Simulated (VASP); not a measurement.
Li, 1 atom in the cell. The structure is cubic, space group Im-3m (No. 229). The conventional cell has a = 3.476 Å, b = 3.476 Å, c = 3.476 Å, α = 90.00°, β = 90.00°, γ = 90.00°. Li (site symmetry m-3m) has 14 Li at 3.01 to 3.48 Å within 4.0 Å. 

```yaml
Program: VASP 6.6.1
Task: single point
Functional: r2SCAN
Potentials_or_basis: VASP PAW PBE potentials, release 64 (Li_sv)
Cutoff: 520 eV
k_mesh: 13 × 13 × 13
Occupations: methfessel-paxton, width 0.03 eV
Spin: no spin polarisation
Dipole_correction: no
Further_INCAR_settings: ALGO = Normal; EDIFF = 1e-06; NBANDS = 8
```

Potentials or basis: VASP PAW PBE potentials, release 64 (Li_sv).

Run with:

```bash
$ cat potpaw_PBE.64/Li_sv/POTCAR > POTCAR
$ cp INCAR.step1 INCAR
$ mpirun -np 1 vasp_std > vasp.out
$ cp INCAR.step2 INCAR
$ mpirun -np 1 vasp_std > vasp.out
```

Hardware: 1 thread of Intel(R) Xeon(R) 6975P-C (Granite Rapids), on a shared host.

Question: Estimate the wall time of this run.

Answer: It took 22 s on 1 thread of Intel(R) Xeon(R) 6975P-C (Granite Rapids) (shared host), peak memory 0.13 GiB. Counts: k points 84.
